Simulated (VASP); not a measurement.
Crystal: RbBr.

```
CELL_PARAMETERS angstrom
0.00000 3.86950 3.86950
3.86950 0.00000 3.86950
3.86950 3.86950 0.00000
ATOMIC_POSITIONS crystal
Rb 0.00000 0.00000 0.00000
Br 0.25000 0.25000 0.25000
```

Base run:

```yaml
Program: VASP 6.6.1
Functional: PBEsol
Potentials_or_basis: VASP PAW PBE potentials, release 64 (Rb_sv, Br)
Cutoff: 520 eV
k_mesh: 4 × 4 × 4
Occupations: gaussian, width 0.01 eV
Spin: no spin polarisation
```

Its results: band gap on the k mesh 4.12 eV (least direct gap 4.21 eV); pressure -0.3 GPa.

The run is repeated on the same cell with these changes: functional from PBEsol to PBE-based screened hybrid with 5 % exact exchange. What comes out?

Band gap on the k mesh 4.25 eV (least direct gap 4.34 eV); pressure 0.2 GPa.

Caveats: the structure was generated, so it needn't be the stable form of RbBr; the PAW data sets were made with another functional, which shifts forces and pressure a little.

A k mesh can miss the band edges.
